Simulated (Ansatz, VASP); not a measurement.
# KI: VASP beside Ansatz

```
CELL_PARAMETERS angstrom
0.00000 3.54457 3.54457
3.54457 0.00000 3.54457
3.54457 3.54457 0.00000
ATOMIC_POSITIONS crystal
K 0.00000 0.00000 0.00000
I 0.50000 0.50000 0.50000
```

Alike in both runs: task single point; functional PBE0; k mesh 4 × 4 × 4; no spin polarisation.

|  | VASP | Ansatz |
| --- | --- | --- |
| version | VASP 6.6.1 | Ansatz 0.2.0 |
| potentials or method | VASP PAW PBE potentials, release 64 (K_sv, I) | plane waves, PAW |
| plane-wave cutoff (eV) | 520 | 420 |
| occupations | gaussian, width 0.01 eV | fixed |
| valence electrons in the cell | 16 | 26 |

```csv
,VASP,Ansatz,Ansatz less VASP
gap on the k mesh at the Fermi level (eV),5.64,5.63,-0.007
pressure (GPa),0.2,0.3,+0.02
```

VASP's potentials hold 16 valence electrons a cell and Ansatz's 26, so a difference there can come from the potentials and not from the codes. Ansatz's warnings: stress exchange threshold loose, stress scf threshold loose.

Spin-orbit coupling is off throughout.
